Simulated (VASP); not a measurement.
# NbZn7O8 (a cell with a defect) in VASP: notebook

NbZn7O8 (a cell with a defect) is run at these levels: PBEsol; tasks: single point.

Everything below comes from runs of VASP 6.6.1. Logs are shortened: lines on timing, memory, paths and dates and some standing lists are left out, and cuts for length are marked.

### Step 1. The cell of the first run

The cell holds a defect, 16 atoms: a = 6.460 Å, b = 5.594 Å, c = 5.215 Å, α = 90.00°, β = 90.00°, γ = 90.00°.

### Step 2. Single point, PBEsol, collinear spin

INCAR reads:

```
PREC = Accurate
ENCUT = 520
EDIFF = 1E-6
ISMEAR = -1
SIGMA = 0.05
LREAL = F
LASPH = T
NELM = 200
ALGO = Normal
ISIF = 2
LWAVE = F
LCHARG = F
ISPIN = 2
MAGMOM = 0.125 0.125 0.125 0.125 0.125 0.125 0.125 0.125 0.125 0.125 0.125 0.125 0.125 0.125 0.125 0.125
LORBIT = 11
LMAXMIX = 4
GGA = PS
NBANDS = 90
NELECT = 144.0
GGA_COMPAT = F
```

KPOINTS reads:

```
Automatic mesh
0
Gamma
  2 2 2
  0.5 0.5 0.5
```

POSCAR reads:

```
NbZn7O8
1.0
    6.4598480000      0.0000000000      0.0000000000
    0.0000000000      5.5943930000      0.0000000000
    0.0000000000      0.0000000000      5.2145190000
Zn Nb O
7 1 8
Direct
    0.2416240000      0.1645700000      0.5222890000
    0.9882090000      0.6463290000      0.4922340000
    0.7592500000      0.1382280000      0.5034660000
    0.0086480000      0.3355420000      0.0175890000
    0.4805740000      0.3333770000      0.9868090000
    0.2615390000      0.8294540000      0.9817360000
    0.7641660000      0.8381380000      0.9940260000
    0.4990930000      0.6800330000      0.4571800000
    0.0154850000      0.3256640000      0.3684220000
    0.5098410000      0.3415070000      0.3771580000
    0.2707820000      0.8762890000      0.3918990000
    0.7545740000      0.8564630000      0.3684600000
    0.2519780000      0.2160530000      0.8539350000
    0.0173020000      0.6493680000      0.8750780000
    0.7069420000      0.1401690000      0.8507370000
    0.4898030000      0.6494480000      0.8915910000
```

Potentials or basis: VASP PAW PBE potentials, release 64 (Zn, Nb_sv, O).

Launch:

```
> cat potpaw_PBE.64/Zn/POTCAR potpaw_PBE.64/Nb_sv/POTCAR potpaw_PBE.64/O/POTCAR > POTCAR
> mpirun -np 1 vasp_std > vasp.out
```

OUTCAR:

```text
PREC = Accurate
   ENCUT = 520
   EDIFF = 1E-6
   ISMEAR = -1
   LREAL = F
   LASPH = T
   NELM = 200
   ISIF = 2
   ISPIN = 2
   LORBIT = 11
   GGA = PS
   NELECT = 144.0

 ion  position               nearest neighbor table
   1  0.242  0.165  0.522-  13 1.75  11 1.76   9 1.89  10 2.13   5 3.02   6 3.04
   2  0.988  0.646  0.492-   9 1.91  14 2.01  12 2.02  11 2.29   4 3.03
   3  0.759  0.138  0.503-  12 1.73  15 1.84  10 2.08   9 2.08
   4  0.009  0.336  0.018-   9 1.83  14 1.91  13 1.91  15 2.40   2 3.03
   5  0.481  0.333  0.987-  13 1.76  16 1.84  15 1.95  10 2.04   1 3.02
   6  0.262  0.829  0.982-  16 1.85  14 1.95  11 2.16  13 2.26   8 3.03   1 3.04
   7  0.764  0.838  0.994-  15 1.88  12 1.96  14 2.04  16 2.13
   8  0.499  0.680  0.457-  11 1.87  10 1.94  12 1.98  16 2.27   6 3.03
   9  0.015  0.326  0.368-   4 1.83   1 1.89   2 1.91   3 2.08
  10  0.510  0.342  0.377-   8 1.94   5 2.04   3 2.08   1 2.13
  11  0.271  0.876  0.392-   1 1.76   8 1.87   6 2.16   2 2.29
  12  0.755  0.856  0.368-   3 1.73   7 1.96   8 1.98   2 2.02
  13  0.252  0.216  0.854-   1 1.75   5 1.76   4 1.91   6 2.26
  14  0.017  0.649  0.875-   4 1.91   6 1.95   2 2.01   7 2.04
  15  0.707  0.140  0.851-   3 1.84   7 1.88   5 1.95   4 2.40
  16  0.490  0.649  0.892-   5 1.84   6 1.85   7 2.13   8 2.27

  LATTYP: Found a simple orthorhombic cell.
 ALAT       =     5.2145190000
 B/A-ratio  =     1.0728492887
 C/A-ratio  =     1.2388195345

  Lattice vectors:

 A1 = (   0.0000000000,   0.0000000000,  -5.2145190000)
 A2 = (   0.0000000000,   5.5943930000,   0.0000000000)
 A3 = (   6.4598480000,   0.0000000000,   0.0000000000)

Analysis of symmetry for initial positions (statically):
=====================================================================
 Subroutine PRICEL returns:
 Original cell was already a primitive cell.

 Routine SETGRP: Setting up the symmetry group for a
 simple orthorhombic supercell.

 Subroutine GETGRP returns: Found  1 space group operations
 (whereof  1 operations were pure point group operations)
 out of a pool of  8 trial point group operations.

The static configuration has the point symmetry C_1 .

Analysis of symmetry for dynamics (positions and initial velocities):
=====================================================================
 Subroutine PRICEL returns:
 Original cell was already a primitive cell.

 Routine SETGRP: Setting up the symmetry group for a
 simple orthorhombic supercell.

 Subroutine GETGRP returns: Found  1 space group operations
 (whereof  1 operations were pure point group operations)
 out of a pool of  8 trial point group operations.

The dynamic configuration has the point symmetry C_1 .

Analysis of structural, dynamic, and magnetic symmetry:
=====================================================================
 Subroutine PRICEL returns:
 Original cell was already a primitive cell.

 Routine SETGRP: Setting up the symmetry group for a
 simple orthorhombic supercell.

 Subroutine GETGRP returns: Found  1 space group operations
 (whereof  1 operations were pure point group operations)
 out of a pool of  8 trial point group operations.

The overall configuration has the point symmetry C_1 .

 Subroutine INISYM returns: Found  1 space group operations
 (whereof  1 operations are pure point group operations),
 and found     1 'primitive' translations

----------------------------------------------------------------------------------------

                                     Primitive cell

  volume of cell :     188.4471

  direct lattice vectors                    reciprocal lattice vectors
     6.459848000  0.000000000  0.000000000     0.154802404  0.000000000  0.000000000
     0.000000000  5.594393000  0.000000000     0.000000000  0.178750402  0.000000000
     0.000000000  0.000000000  5.214519000     0.000000000  0.000000000  0.191772242

  length of vectors
     6.459848000  5.594393000  5.214519000     0.154802404  0.178750402  0.191772242

[... 68 lines left out ...]
  0.250000 -0.250000 -0.250000      2.000000
   k-points           NKPTS =      4   k-points in BZ     NKDIM =      4   number of bands    NBANDS=     90
   number of dos      NEDOS =    301   number of ions     NIONS =     16
   total plane-waves  NPLWV =  80640
   dimension x,y,z NGX =    48 NGY =   42 NGZ =   40
   dimension x,y,z NGXF=    96 NGYF=   84 NGZF=   80
   ions per type =               7   1   8
   NGX,Y,Z   is equivalent  to a cutoff of  12.35, 12.48, 12.75 a.u.
   NGXF,Y,Z  is equivalent  to a cutoff of  24.71, 24.96, 25.51 a.u.
 SYSTEM =  unknown system
   PREC   = accura    normal or accurate (medium, high low for compatibility)
   ISTART =      0    job   : 0-new  1-cont  2-samecut
   ICHARG =      2    charge: 1-file 2-atom 10-const
   ISPIN  =      2    spin polarized calculation?
   LNONCOLLINEAR =      F non collinear calculations
   LSORBIT =      F    spin-orbit coupling
   LASPH  =      T    aspherical Exc in radial PAW
   ENCUT  =  520.0 eV  38.22 Ry    6.18 a.u.  12.01 10.40  9.70*2*pi/ulx,y,z
   NELM   =    200;   NELMIN=  2; NELMDL= -5     # of ELM steps
   EDIFF  = 0.1E-05   stopping-criterion for ELM
   LREAL  =      F    real-space projection
   EDIFFG = 0.1E-04   stopping-criterion for IOM
   NSW    =      0    number of steps for IOM
   IBRION =     -1    ionic relax: 0-MD 1-quasi-New 2-CG
   NFREE  =      0    steps in history (QN), initial steepest desc. (CG)
   ISIF   =      2    stress and relaxation
   ISYM   =      2    0-nonsym 1-usesym 2-fastsym
   POTIM  = 0.5000    time-step for ionic-motion
   TEBEG  =    0.0;   TEEND  =   0.0 temperature during run
   PSTRESS=    0.0 pullay stress
   NELECT =     144.0000    total number of electrons
   NUPDOWN=      -1.0000    fix difference up-down
   EMIN   =  10.00;   EMAX   =-10.00  energy-range for DOS
   EFERMI =   0.00;   METHOD = LEGACY
   ISMEAR =    -1;   SIGMA  =   0.05  broadening in eV -4-tet -1-fermi 0-gaus
   EFERMI_NEDOS =   21; number of points for ismear=-14 and -15
   IALGO  =     38    algorithm
   IMIX   =      4    mixing-type and parameters
     AMIX     =   0.40;   BMIX     =  1.00
     AMIX_MAG =   1.60;   BMIX_MAG =  1.00
  volume/ion in A,a.u.               =      11.78        79.48
  Fermi-wavevector in a.u.,A,eV,Ry     =   1.496692  2.828338 30.478240  2.240087
  Thomas-Fermi vector in A             =   2.608676
   LORBIT       =     11    0 simple, 1 ext, 2 COOP (PROOUT), +10 PAW based schemes
   GGA     = PS    functional components
   LHFCALC =     F    Hartree Fock is set to
   AEXX    =    0.0000 exact exchange contribution
   IVDW    =     0    specifies the selected vdW correction
   LEPSILON=     F    determine dielectric tensor
   LRPA    =     F    only Hartree local field effects (RPA)
 spin polarized calculation
  energy-cutoff  :      520.00
  volume of cell :      188.45
 maximum number of plane-waves:      5073
   NGX = 25   NGY = 21   NGZ = 19

 number of electron     144.0000042 magnetization       0.0001461

 number of electron     144.0000042 magnetization      -0.0046227

 Free energy of the ion-electron system (eV)
  ---------------------------------------------------
  ext. energy  EPLUGINS =         0.00000000
  ---------------------------------------------------
  free energy    TOTEN  =       -86.77822513 eV

  energy without entropy =      -86.66861283  energy(sigma->0) =      -86.72341898

 E-fermi :   4.6986     XC(G=0): -11.3694

 val. band max:        4.6760228587   @ k =  -0.2500   0.2500  -0.2500
 cond. band min:       4.7073483562   @ k =   0.2500  -0.2500  -0.2500
 fundamental gap:      0.0313254975
 Fermi energy:         4.6985855247

 spin component 1

 k-point     1 :       0.2500    0.2500    0.2500
  band No.  band energies     occupation
      1     -52.4054      1.00000
      2     -29.0164      1.00000
      3     -28.6579      1.00000
      4     -28.3791      1.00000
      5     -16.7761      1.00000
      6     -16.2753      1.00000
[... 337 lines left out ...]
     83       9.1205      0.00000
     84       9.8347      0.00000
 Fermi energy:         4.6985855247

 spin component 2

 k-point     1 :       0.2500    0.2500    0.2500
  band No.  band energies     occupation
      1     -52.4063      1.00000
      2     -29.0178      1.00000
      3     -28.6589      1.00000
      4     -28.3798      1.00000
      5     -16.7763      1.00000
      6     -16.2754      1.00000
[... 337 lines left out ...]
     83       9.1198      0.00000
     84       9.8340      0.00000
 [bands above 84 left out]

------------------------ aborting loop because EDIFF is reached ----------------------------------------

  FORCE on cell =-STRESS in cart. coord.  units (eV):
  Direction    XX          YY          ZZ          XY          YZ          ZX
  --------------------------------------------------------------------------------------
  -------------------------------------------------------------------------------------
  Total        2.7338320     12.0694400      7.1021013     -2.9146985      4.6371346      0.4579956
  in kB       23.2430372    102.6143687     60.3820595    -24.7807642     39.4249143      3.8938782
  external PRESSURE =      62.0798218 kB  Pullay stress =       0.0000000 kB

 VOLUME and BASIS-vectors are now :
 -----------------------------------------------------------------------------
  energy-cutoff  :      520.00
  volume of cell :      188.45
      direct lattice vectors                 reciprocal lattice vectors
     6.459848000  0.000000000  0.000000000     0.154802404  0.000000000  0.000000000
     0.000000000  5.594393000  0.000000000     0.000000000  0.178750402  0.000000000
     0.000000000  0.000000000  5.214519000     0.000000000  0.000000000  0.191772242

 POSITION                                       TOTAL-FORCE (eV/Angst)
 -----------------------------------------------------------------------------------
      1.56085      0.92067      2.72349         0.063852      2.174023     -1.214289
      6.38368      3.61582      2.56676         0.427432      0.092590      0.770842
      4.90464      0.77330      2.62533         0.541447      4.324360      0.695294
      0.05586      1.87715      0.09172        -0.960138     -0.548015     -1.350744
      3.10443      1.86504      5.14573         2.523238     -0.854872      1.349000
      1.68950      4.64029      5.11928        -1.435282      1.388077      0.082994
[... 8 lines left out ...]
      4.56674      0.78416      4.43618         0.853657      0.763951      1.431488
      3.16405      3.63327      4.64922         1.539516      1.620884     -2.098642
 -----------------------------------------------------------------------------------
    total drift:                               -0.001622     -0.000262     -0.000240

  FREE ENERGIE OF THE ION-ELECTRON SYSTEM (eV)
  ---------------------------------------------------
  free  energy   TOTEN  =       -86.7782251282 eV

  energy  without entropy=      -86.6686128272  energy(sigma->0) =      -86.72341898

 total charge

# of ion       s       p       d       tot
------------------------------------------
    1        0.542   0.670   9.962  11.173
    2        0.475   0.420   9.860  10.754
    3        0.515   0.599   9.934  11.049
    4        0.490   0.521   9.906  10.917
    5        0.510   0.622   9.953  11.085
    6        0.486   0.446   9.871  10.803
[... 8 lines left out ...]
   15        1.552   3.429   0.000   4.981
   16        1.563   3.422   0.000   4.985
--------------------------------------------------
tot         18.177  37.387  71.720 127.284

 magnetization (x)

# of ion       s       p       d       tot
------------------------------------------
    1       -0.000  -0.000  -0.000  -0.000
    2       -0.000  -0.000   0.000  -0.000
    3       -0.000  -0.000   0.000  -0.000
    4       -0.000  -0.000   0.000  -0.000
    5       -0.000  -0.000  -0.000  -0.000
    6       -0.000  -0.000   0.000  -0.000
[... 8 lines left out ...]
   15       -0.000  -0.000   0.000  -0.000
   16       -0.000   0.000   0.000  -0.000
--------------------------------------------------
tot         -0.001  -0.000  -0.001  -0.002
```

Wall time 3.1 min (1 thread of Intel Xeon 6975P-C (Granite Rapids), shared host); peak memory 0.37 GiB.

Results:

- Free energy: -86.7782 eV
- Largest force: 4.413 eV/Å
- Net moment: 0.00 μB per cell
- Valence electrons inside the program's atomic spheres: Zn 11.17, 10.75, 11.05, 10.92, 11.09, 10.80, 10.84; Nb 10.57; O 5.01, 4.98, 5.05, 5.07, 5.06, 4.96, 4.99 (each value once)

Forces on the atoms (eV/Å):
```
Zn   0.064  2.174 -1.214
Zn   0.427  0.093  0.771
Zn   0.541  4.324  0.695
Zn  -0.960 -0.548 -1.351
Zn   2.523 -0.855  1.349
Zn  -1.435  1.388  0.083
Zn   0.423 -0.614 -1.076
Nb   0.468 -2.012  1.642
O   -1.145  0.043  1.000
O    0.185  1.009  0.153
O   -0.396 -2.578 -1.446
O   -0.068 -3.840 -1.439
O   -2.100 -2.357  1.971
O   -0.922  1.389 -0.470
O    0.854  0.764  1.431
O    1.540  1.621 -2.099
```

Levels at points of the mesh, in eV from the Fermi level:
Spin up:
```tsv
k point	band 68	band 69	band 70	band 71	band 72	band 73	band 74	band 75	band 76	band 77
(0.25, 0.25, 0.25)	-3.30	-3.22	-2.94	-2.64	-0.10	0.13	0.20	0.96	1.34	1.73
```
Spin down:
| k point | band 68 | band 69 | band 70 | band 71 | band 72 | band 73 | band 74 | band 75 | band 76 | band 77 |
| --- | --- | --- | --- | --- | --- | --- | --- | --- | --- | --- |
| (0.25, 0.25, 0.25) | -3.30 | -3.22 | -2.94 | -2.64 | -0.10 | 0.13 | 0.20 | 0.96 | 1.34 | 1.73 |

Caveat: the k points lie up to 0.60 Å⁻¹ apart; the cell carries a net charge on a neutralising background, which shifts energy and pressure; the cell is charged against a uniform background, so pressure and absolute levels hang on convention; the PAW data sets were made with another functional, which shifts forces and pressure a little.

### Step 3. Single point, PBEsol

INCAR reads:

```
PREC     = Accurate       # precision mode
ENCUT    = 520            # plane-wave cutoff, eV
EDIFF    = 1E-6           # SCF threshold, eV
ISMEAR   = -1             # smearing method
SIGMA    = 0.05           # smearing width, eV
LREAL    = Auto         
LASPH    = True           # aspherical terms in the spheres
NELM     = 80             # most SCF steps
ALGO     = Normal         # electronic algorithm
ISIF     = 2              # what is computed and relaxed
LWAVE    = False          # write WAVECAR
LCHARG   = False          # write CHGCAR
GGA      = PS             # functional
NBANDS   = 86             # bands
NELECT   = 144.0
```

KPOINTS is that of step 2.

POSCAR is that of step 2.

Potentials or basis: VASP PAW PBE potentials, release 64 (Zn, Nb_sv, O).

Launch:

```
> cat potpaw_PBE.64/Zn/POTCAR potpaw_PBE.64/Nb_sv/POTCAR potpaw_PBE.64/O/POTCAR > POTCAR
> mpirun -np 1 vasp_std > vasp.out
```

OUTCAR:

```text
PREC = Accurate
   ENCUT = 520
   EDIFF = 1E-6
   ISMEAR = -1
   LREAL = Auto
   LASPH = True
   NELM = 80
   ISIF = 2
   GGA = PS
   NELECT = 144.0

 ion  position               nearest neighbor table
   1  0.242  0.165  0.522-  13 1.75  11 1.76   9 1.89  10 2.13   5 3.02   6 3.04
   2  0.988  0.646  0.492-   9 1.91  14 2.01  12 2.02  11 2.29   4 3.03
[... 567 lines left out ...]
  -------------------------------------------------------------------------------------
  Total        2.7518218     12.0849582      7.1253204     -2.9144213      4.6353787      0.4578734
  in kB       23.3959862    102.7463041     60.5794682    -24.7784074     39.4099858      3.8928391
  external PRESSURE =      62.2405861 kB  Pullay stress =       0.0000000 kB

 VOLUME and BASIS-vectors are now :
 -----------------------------------------------------------------------------
  energy-cutoff  :      520.00
  volume of cell :      188.45
      direct lattice vectors                 reciprocal lattice vectors
     6.459848000  0.000000000  0.000000000     0.154802404  0.000000000  0.000000000
     0.000000000  5.594393000  0.000000000     0.000000000  0.178750402  0.000000000
     0.000000000  0.000000000  5.214519000     0.000000000  0.000000000  0.191772242

 POSITION                                       TOTAL-FORCE (eV/Angst)
 -----------------------------------------------------------------------------------
      1.56085      0.92067      2.72349         0.065065      2.173995     -1.213960
      6.38368      3.61582      2.56676         0.427872      0.093636      0.769110
      4.90464      0.77330      2.62533         0.542167      4.324605      0.695543
      0.05586      1.87715      0.09172        -0.959816     -0.547132     -1.352314
      3.10443      1.86504      5.14573         2.522600     -0.855850      1.348059
      1.68950      4.64029      5.11928        -1.434342      1.386548      0.083693
[... 8 lines left out ...]
      4.56674      0.78416      4.43618         0.857416      0.765761      1.431480
      3.16405      3.63327      4.64922         1.541019      1.621144     -2.095629
 -----------------------------------------------------------------------------------
    total drift:                               -0.012903      0.003547      0.004461

  FREE ENERGIE OF THE ION-ELECTRON SYSTEM (eV)
  ---------------------------------------------------
  free  energy   TOTEN  =       -86.7838893381 eV

  energy  without entropy=      -86.6742908483  energy(sigma->0) =      -86.72909009
```

OSZICAR:

```text
N       E                     dE             d eps       ncg     rms          rms(c)
DAV:   1     0.195823767676E+04    0.19582E+04   -0.66195E+04   688   0.237E+03
DAV:   2     0.316082917038E+03   -0.16422E+04   -0.15548E+04   688   0.658E+02
DAV:   3    -0.620605035119E+02   -0.37814E+03   -0.36251E+03   776   0.278E+02
[... 12 lines left out ...]
DAV:  16    -0.867838998619E+02   -0.14229E-04   -0.17432E-04   992   0.187E-01    0.387E-02
DAV:  17    -0.867838905235E+02    0.93384E-05   -0.40625E-05   920   0.785E-02    0.228E-02
DAV:  18    -0.867838901117E+02    0.41178E-06   -0.46201E-05  1064   0.478E-02    0.170E-02
DAV:  19    -0.867838893715E+02    0.74020E-06   -0.11080E-05   832   0.269E-02    0.555E-03
DAV:  20    -0.867838893381E+02    0.33397E-07   -0.11360E-06   416   0.131E-02
   1 F= -.86783889E+02 E0= -.86729090E+02  d E =-.109598E+00
```

It took 2.5 min on 1 thread of Intel Xeon Platinum 8375C at 2.90GHz (Ice Lake), shared host; peak memory 0.29 GiB.

Results:

- Free energy: -86.7839 eV
- Largest force: 4.414 eV/Å

Forces in eV/Å, atoms in the order of the input:
```
Zn   0.065  2.174 -1.214
Zn   0.428  0.094  0.769
Zn   0.542  4.325  0.696
Zn  -0.960 -0.547 -1.352
Zn   2.523 -0.856  1.348
Zn  -1.434  1.387  0.084
Zn   0.424 -0.614 -1.077
Nb   0.470 -2.013  1.640
O   -1.146  0.042  1.004
O    0.185  1.010  0.148
O   -0.395 -2.579 -1.443
O   -0.070 -3.841 -1.438
O   -2.103 -2.358  1.971
O   -0.926  1.390 -0.471
O    0.857  0.766  1.431
O    1.541  1.621 -2.096
```

Caveat: the k points lie up to 0.60 Å⁻¹ apart; the cell carries a net charge on a neutralising background, which shifts energy and pressure; the cell is charged against a uniform background, so pressure and absolute levels hang on convention; the PAW data sets were made with another functional, which shifts forces and pressure a little.
